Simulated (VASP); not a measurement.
A run of VASP 6.6.1:

The input POSCAR:

```
ZnAg
1.0
    1.5508322200     -2.2996816600      0.0000000000
    1.5508322200      2.2996816600      0.0000000000
    0.0000000000      0.0000000000      4.4291616400
Zn Ag
1 1
Direct
    0.5000000000      0.5000000000      0.5000000000
    0.0000000000      0.0000000000      0.0000000000
```

The input INCAR.step1:

```
SYSTEM = ZnAg
PREC = Accurate
ENCUT = 550
ISMEAR = -1
SIGMA = 0.05
LREAL = .False.
LASPH = .True.
NELM = 120
GGA = PE
ALGO = Normal
EDIFF = 1E-5
LWAVE = .True.
LCHARG = .False.
GGA_COMPAT = .False.
IBRION = 2
ISIF = 3
EDIFFG = -0.005
NELMIN = 4
NSW = 100
```

Contents of INCAR.step2:

```
SYSTEM = ZnAg
PREC = Accurate
ENCUT = 550
EDIFF = 1E-7
ISMEAR = -1
SIGMA = 0.05
LREAL = .False.
LASPH = .True.
NELM = 120
ALGO = Normal
ISIF = 3
LWAVE = .False.
LCHARG = .False.
METAGGA = R2SCAN
LMIXTAU = .True.
IBRION = 2
NSW = 80
EDIFFG = -0.01
ISTART = 1
GGA_COMPAT = .False.
NELMIN = 4
```

File KPOINTS:

```
regular mesh
0
Gamma
  9 9 5
  0 0 0
```

Potentials or basis: VASP PAW PBE potentials, release 64 (Zn, Ag).

The run is started by

```bash
$ cat potpaw_PBE.64/Zn/POTCAR potpaw_PBE.64/Ag/POTCAR > POTCAR
$ cp INCAR.step1 INCAR
$ mpirun -np 1 vasp_std > vasp.out
$ cp INCAR.step2 INCAR
$ mpirun -np 1 vasp_std > vasp.out
```

Hardware: 1 thread of Intel(R) Xeon(R) 6975P-C (Granite Rapids), on a shared host.

How long does it take, and how much memory?

It took 8 min on 1 thread of Intel(R) Xeon(R) 6975P-C (Granite Rapids), on a shared host, peak memory 0.21 GiB. Counts: k points 75, ion steps 6.
